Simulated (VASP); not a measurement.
A run of VASP 6.6.1:

Contents of INCAR:

```
ALGO = Normal
EDIFF = 1E-6
ENCUT = 520
GGA = PE
ISIF = 2
ISMEAR = -1
LASPH = T
LCHARG = T
LELF = T
LREAL = F
LVHAR = T
LWAVE = F
NBANDS = 18
NELM = 100
PREC = Accurate
SIGMA = 0.15
```

File KPOINTS:

```
k-points
0
Gamma
  13 13 13
```

POSCAR

```
Si2Mo
1.0
   -1.5783757276      1.5783757276      3.8773786233
    1.5783757276     -1.5783757276      3.8773786233
    1.5783757276      1.5783757276     -3.8773786233
Si Mo
2 1
Direct
    0.3330000000      0.3330000000      0.0000000000
    0.6670000000      0.6670000000      0.0000000000
    0.0000000000      0.0000000000      0.0000000000
```

Potentials or basis: VASP PAW PBE potentials, release 64 (Si, Mo_sv).

The run is started by

```sh
$ cat potpaw_PBE.64/Si/POTCAR potpaw_PBE.64/Mo_sv/POTCAR > POTCAR
$ mpirun -np 1 vasp_std > vasp.out
```

Hardware: 1 thread of Intel(R) Xeon(R) 6975P-C (Granite Rapids), with other jobs on the host.

**Question.** Estimate the wall time of this run.

**Answer.** Run time: 72 s on 1 thread of Intel(R) Xeon(R) 6975P-C (Granite Rapids), with other jobs on the host, peak memory 0.29 GiB. Counts: scf iterations 13, k points 196.
